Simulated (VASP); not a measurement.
# Na2LuSi (P4/mmm) in VASP: single point with PBE

Aim: the single point of Na2LuSi with PBE.

All numbers are computed with VASP 6.6.1; they aren't measurements. Logs are shortened: lines on timing, memory, paths and dates and some standing lists are left out, and cuts for length are marked.

## 1. The cell of the first run

It takes space group P4/mmm (No. 123, tetragonal). The conventional cell has a = 3.206 Å, b = 3.206 Å, c = 7.591 Å, α = 90.00°, β = 90.00°, γ = 90.00°. Within 3.0 Å of Na (site symmetry 4mm) lie 1 Lu at 2.25 Å and 4 Si at 2.74 Å. Within 3.0 Å of Lu (site symmetry 4/mmm) lie 2 Na at 2.25 Å. Within 3.6 Å of Si (site symmetry 4/mmm) lie 8 Na at 2.74 Å and 4 Si at 3.21 Å.

## 2. Single point, PBE

INCAR

```
PREC = Accurate
ENCUT = 520
EDIFF = 1E-7
ISMEAR = 0
SIGMA = 0.1
LREAL = False
LASPH = True
NELM = 60
ALGO = Normal
ISIF = 2
LWAVE = False
LCHARG = False
GGA = PE
NBANDS = 30
```

KPOINTS

```
Automatic mesh
0
Gamma
  6 6 2
```

POSCAR

```
Na2LuSi
1.0
    3.2063329300      0.0000000000      0.0000000000
    0.0000000000      3.2063329300      0.0000000000
    0.0000000000      0.0000000000      7.5905970400
Na Lu Si
2 1 1
Direct
    0.5000000000      0.5000000000      0.7031949200
    0.5000000000      0.5000000000      0.2968050800
    0.5000000000      0.5000000000      0.0000000000
    0.0000000000      0.0000000000      0.5000000000
```

Potentials or basis: VASP PAW PBE potentials, release 64 (Na_pv, Lu, Si).

Launch:

```sh
$ cat potpaw_PBE.64/Na_pv/POTCAR potpaw_PBE.64/Lu/POTCAR potpaw_PBE.64/Si/POTCAR > POTCAR
$ mpirun -np 1 vasp_std > vasp.out
```

OUTCAR:

```text
PREC = Accurate
   ENCUT = 520
   EDIFF = 1E-7
   ISMEAR = 0
   LREAL = False
   LASPH = True
   NELM = 60
   ISIF = 2
   GGA = PE

 ion  position               nearest neighbor table
   1  0.500  0.500  0.703-   3 2.25   4 2.74   4 2.74   4 2.74   4 2.74
   2  0.500  0.500  0.297-   3 2.25   4 2.74   4 2.74   4 2.74   4 2.74
   3  0.500  0.500  0.000-   1 2.25   2 2.25
   4  0.000  0.000  0.500-   1 2.74   2 2.74   1 2.74   2 2.74   1 2.74   2 2.74   1 2.74   2 2.74

  LATTYP: Found a simple tetragonal cell.
 ALAT       =     3.2063329300
 C/A-ratio  =     2.3673764408

  Lattice vectors:

 A1 = (   3.2063329300,   0.0000000000,   0.0000000000)
 A2 = (   0.0000000000,   3.2063329300,   0.0000000000)
 A3 = (   0.0000000000,   0.0000000000,   7.5905970400)

Analysis of symmetry for initial positions (statically):
=====================================================================
 Subroutine PRICEL returns:
 Original cell was already a primitive cell.

 Routine SETGRP: Setting up the symmetry group for a
 simple tetragonal supercell.

 Subroutine GETGRP returns: Found 16 space group operations
 (whereof 16 operations were pure point group operations)
 out of a pool of 16 trial point group operations.

The static configuration has the point symmetry D_4h.

Analysis of symmetry for dynamics (positions and initial velocities):
=====================================================================
 Subroutine PRICEL returns:
 Original cell was already a primitive cell.

 Routine SETGRP: Setting up the symmetry group for a
 simple tetragonal supercell.

 Subroutine GETGRP returns: Found 16 space group operations
 (whereof 16 operations were pure point group operations)
 out of a pool of 16 trial point group operations.

The dynamic configuration has the point symmetry D_4h.

 Subroutine INISYM returns: Found 16 space group operations
 (whereof 16 operations are pure point group operations),
 and found     1 'primitive' translations

----------------------------------------------------------------------------------------

                                     Primitive cell

  volume of cell :      78.0357

  direct lattice vectors                    reciprocal lattice vectors
     3.206332930  0.000000000  0.000000000     0.311882771  0.000000000  0.000000000
     0.000000000  3.206332930  0.000000000     0.000000000  0.311882771  0.000000000
     0.000000000  0.000000000  7.590597040     0.000000000  0.000000000  0.131741943

  length of vectors
     3.206332930  3.206332930  7.590597040     0.311882771  0.311882771  0.131741943

  position of ions in fractional coordinates (direct lattice)
     0.500000000  0.500000000  0.703194920
     0.500000000  0.500000000  0.296805080
     0.500000000  0.500000000  0.000000000
     0.000000000  0.000000000  0.500000000

  ion indices of the primitive-cell ions
   primitive index   ion index
                 1           1
                 2           2
                 3           3
                 4           4

----------------------------------------------------------------------------------------

 KPOINTS: Automatic mesh

Automatic generation of k-mesh.
 Grid dimensions read from file:
 generate k-points for:    6    6    2

 Generating k-lattice:

  Cartesian coordinates                     Fractional coordinates (reciprocal lattice)
     0.051980462  0.000000000  0.000000000     0.166666667  0.000000000  0.000000000
     0.000000000  0.051980462  0.000000000     0.000000000  0.166666667  0.000000000
     0.000000000  0.000000000  0.065870971     0.000000000  0.000000000  0.500000000

  Length of vectors
     0.051980462  0.051980462  0.065870971

  Shift w.r.t. Gamma in fractional coordinates (k-lattice)
     0.000000000  0.000000000  0.000000000

 Subroutine IBZKPT returns following result:
 ===========================================

 Found     20 irreducible k-points:

 Following reciprocal coordinates:
            Coordinates               Weight
  0.000000  0.000000  0.000000      1.000000
  0.166667  0.000000  0.000000      4.000000
  0.333333  0.000000  0.000000      4.000000
  0.500000  0.000000  0.000000      2.000000
  0.166667  0.166667  0.000000      4.000000
  0.333333  0.166667  0.000000      8.000000
[... 12 lines left out ...]
  0.500000  0.333333  0.500000      4.000000
  0.500000  0.500000  0.500000      1.000000
   k-points           NKPTS =     20   k-points in BZ     NKDIM =     20   number of bands    NBANDS=     30
   number of dos      NEDOS =    301   number of ions     NIONS =      4
   total plane-waves  NPLWV =  32256
   dimension x,y,z NGX =    24 NGY =   24 NGZ =   56
   dimension x,y,z NGXF=    48 NGYF=   48 NGZF=  112
   ions per type =               2   1   1
   NGX,Y,Z   is equivalent  to a cutoff of  12.44, 12.44, 12.26 a.u.
   NGXF,Y,Z  is equivalent  to a cutoff of  24.89, 24.89, 24.53 a.u.
 SYSTEM =  unknown system
   PREC   = accura    normal or accurate (medium, high low for compatibility)
   ISTART =      0    job   : 0-new  1-cont  2-samecut
   ICHARG =      2    charge: 1-file 2-atom 10-const
   ISPIN  =      1    spin polarized calculation?
   LNONCOLLINEAR =      F non collinear calculations
   LSORBIT =      F    spin-orbit coupling
   LASPH  =      T    aspherical Exc in radial PAW
   ENCUT  =  520.0 eV  38.22 Ry    6.18 a.u.   5.96  5.96 14.11*2*pi/ulx,y,z
   NELM   =     60;   NELMIN=  2; NELMDL= -5     # of ELM steps
   EDIFF  = 0.1E-06   stopping-criterion for ELM
   LREAL  =      F    real-space projection
   EDIFFG = 0.1E-05   stopping-criterion for IOM
   NSW    =      0    number of steps for IOM
   IBRION =     -1    ionic relax: 0-MD 1-quasi-New 2-CG
   NFREE  =      0    steps in history (QN), initial steepest desc. (CG)
   ISIF   =      2    stress and relaxation
   ISYM   =      2    0-nonsym 1-usesym 2-fastsym
   POTIM  = 0.5000    time-step for ionic-motion
   TEBEG  =    0.0;   TEEND  =   0.0 temperature during run
   PSTRESS=    0.0 pullay stress
   NELECT =      43.0000    total number of electrons
   NUPDOWN=      -1.0000    fix difference up-down
   EMIN   =  10.00;   EMAX   =-10.00  energy-range for DOS
   EFERMI =   0.00;   METHOD = LEGACY
   ISMEAR =     0;   SIGMA  =   0.10  broadening in eV -4-tet -1-fermi 0-gaus
   EFERMI_NEDOS =   21; number of points for ismear=-14 and -15
   IALGO  =     38    algorithm
   IMIX   =      4    mixing-type and parameters
     AMIX     =   0.40;   BMIX     =  1.00
     AMIX_MAG =   1.60;   BMIX_MAG =  1.00
  volume/ion in A,a.u.               =      19.51       131.65
  Fermi-wavevector in a.u.,A,eV,Ry     =   1.342147  2.536289 24.508953  1.801357
  Thomas-Fermi vector in A             =   2.470324
   LORBIT       =      0    0 simple, 1 ext, 2 COOP (PROOUT), +10 PAW based schemes
   GGA     = PE    functional components
   LHFCALC =     F    Hartree Fock is set to
   AEXX    =    0.0000 exact exchange contribution
   IVDW    =     0    specifies the selected vdW correction
   LEPSILON=     F    determine dielectric tensor
   LRPA    =     F    only Hartree local field effects (RPA)
 non-spin polarized calculation
 Gauss-broadening in eV      SIGMA  =   0.10
  energy-cutoff  :      520.00
  volume of cell :       78.04
 maximum number of plane-waves:      2136
 NGX is ok and might be reduce to    24
   NGX = 11   NGY = 11   NGZ = 29

 number of electron      42.9999990 magnetization

 Free energy of the ion-electron system (eV)
  ---------------------------------------------------
  ext. energy  EPLUGINS =         0.00000000
  ---------------------------------------------------
  free energy    TOTEN  =        -6.94486319 eV

  energy without entropy =       -6.93811365  energy(sigma->0) =       -6.94148842

 E-fermi :   4.0485     XC(G=0): -10.0048

 val. band max:        4.0248256599   @ k =   0.5000   0.5000   0.0000
 cond. band min:       4.1385135291   @ k =   0.1667   0.0000   0.5000
 fundamental gap:      0.1136878693
 Fermi energy:         4.0485183677

 k-point     1 :       0.0000    0.0000    0.0000
  band No.  band energies     occupation
      1     -53.0681      2.00000
      2     -24.6149      2.00000
      3     -23.3009      2.00000
      4     -23.3009      2.00000
      5     -21.4243      2.00000
      6     -20.9276      2.00000
[... 22 lines left out ...]
     29       9.5063      0.00000
     30       9.9913      0.00000

 k-point     2 :       0.1667    0.0000    0.0000
  band No.  band energies     occupation
      1     -53.0618      2.00000
      2     -24.6014      2.00000
      3     -23.4329      2.00000
      4     -23.2898      2.00000
      5     -21.4199      2.00000
      6     -20.9514      2.00000
[... 22 lines left out ...]
     29       9.6093      0.00000
     30      10.9816      0.00000

 k-point     3 :       0.3333    0.0000    0.0000
  band No.  band energies     occupation
      1     -53.0492      2.00000
      2     -24.5741      2.00000
      3     -23.6879      2.00000
      4     -23.2676      2.00000
      5     -21.4112      2.00000
      6     -20.9985      2.00000
[... 22 lines left out ...]
     29       9.9598      0.00000
     30      11.4534      0.00000

 k-point     4 :       0.5000    0.0000    0.0000
  band No.  band energies     occupation
      1     -53.0428      2.00000
      2     -24.5604      2.00000
      3     -23.8111      2.00000
      4     -23.2565      2.00000
      5     -21.4068      2.00000
      6     -21.0220      2.00000
[... 484 lines left out ...]
     29       9.5364      0.00000
     30      10.4065      0.00000

 k-point    19 :       0.5000    0.3333    0.5000
  band No.  band energies     occupation
      1     -53.0242      2.00000
      2     -24.5264      2.00000
      3     -23.7629      2.00000
      4     -23.6281      2.00000
      5     -21.3343      2.00000
      6     -21.0235      2.00000
[... 22 lines left out ...]
     29       9.2200      0.00000
     30      10.4589      0.00000

 k-point    20 :       0.5000    0.5000    0.5000
  band No.  band energies     occupation
      1     -53.0179      2.00000
      2     -24.5136      2.00000
      3     -23.7468      2.00000
      4     -23.7468      2.00000
      5     -21.3319      2.00000
      6     -21.0190      2.00000
[... 22 lines left out ...]
     29       9.7760      0.00000
     30      10.5931      0.00000

------------------------ aborting loop because EDIFF is reached ----------------------------------------

  FORCE on cell =-STRESS in cart. coord.  units (eV):
  Direction    XX          YY          ZZ          XY          YZ          ZX
  --------------------------------------------------------------------------------------
  -------------------------------------------------------------------------------------
  Total        1.6109606      1.6109606     21.9547008      0.0000000      0.0000000     -0.0000000
  in kB       33.0751888     33.0751888    450.7595515      0.0000000      0.0000000     -0.0000000
  external PRESSURE =     172.3033097 kB  Pullay stress =       0.0000000 kB

 VOLUME and BASIS-vectors are now :
 -----------------------------------------------------------------------------
  energy-cutoff  :      520.00
  volume of cell :       78.04
      direct lattice vectors                 reciprocal lattice vectors
     3.206332930  0.000000000  0.000000000     0.311882771  0.000000000  0.000000000
     0.000000000  3.206332930  0.000000000     0.000000000  0.311882771  0.000000000
     0.000000000  0.000000000  7.590597040     0.000000000  0.000000000  0.131741943

 POSITION                                       TOTAL-FORCE (eV/Angst)
 -----------------------------------------------------------------------------------
      1.60317      1.60317      5.33767        -0.000000      0.000000     -2.509946
      1.60317      1.60317      2.25293         0.000000      0.000000      2.509946
      1.60317      1.60317      0.00000        -0.000000     -0.000000      0.000000
      0.00000      0.00000      3.79530        -0.000000     -0.000000      0.000000
 -----------------------------------------------------------------------------------
    total drift:                                0.000000     -0.000000     -0.000000

  FREE ENERGIE OF THE ION-ELECTRON SYSTEM (eV)
  ---------------------------------------------------
  free  energy   TOTEN  =        -6.9448631922 eV

  energy  without entropy=       -6.9381136509  energy(sigma->0) =       -6.94148842
```

Wall time 86 s (1 thread of Intel Xeon 6975P-C, shared host); peak memory 0.21 GiB.

What came out:

* Free energy: -6.9449 eV
* Pressure: 17.2 GPa
* Largest force: 2.510 eV/Å

Forces on the atoms (eV/Å):
```
Na   0.000  0.000 -2.510
Na   0.000  0.000  2.510
Lu   0.000  0.000  0.000
Si   0.000  0.000  0.000
```

Stress tensor (GPa, compression positive):
```
 3.31  0.00  0.00
 0.00  3.31  0.00
 0.00  0.00 45.08
```

Levels at points of the mesh, in eV from the Fermi level:
| k point | band 20 | band 21 | band 22 | band 23 | band 24 | band 25 |
| --- | --- | --- | --- | --- | --- | --- |
| (0.00, 0.00, 0.00) | -3.58 | -0.29 | 0.75 | 2.79 | 2.90 | 2.90 |
| (0.50, 0.00, 0.00) | -2.20 | -1.44 | 0.18 | 0.67 | 1.86 | 1.91 |
| (0.50, 0.50, 0.00) | -2.48 | -1.31 | -0.02 | -0.02 | 0.27 | 1.61 |
| (0.00, 0.00, 0.50) | -2.12 | -0.29 | -0.07 | 1.84 | 2.85 | 2.85 |
| (0.50, 0.00, 0.50) | -1.78 | -1.71 | -1.11 | 1.31 | 1.60 | 3.30 |
| (0.50, 0.50, 0.50) | -2.50 | -1.62 | 0.20 | 0.20 | 0.88 | 2.33 |

Caveat: the k points lie up to 0.41 Å⁻¹ apart; spin-orbit coupling is left out, which moves the levels of the heavy elements; forces of over 1 eV/Å act on the atoms, so gaps and moduli don't describe the material at rest.
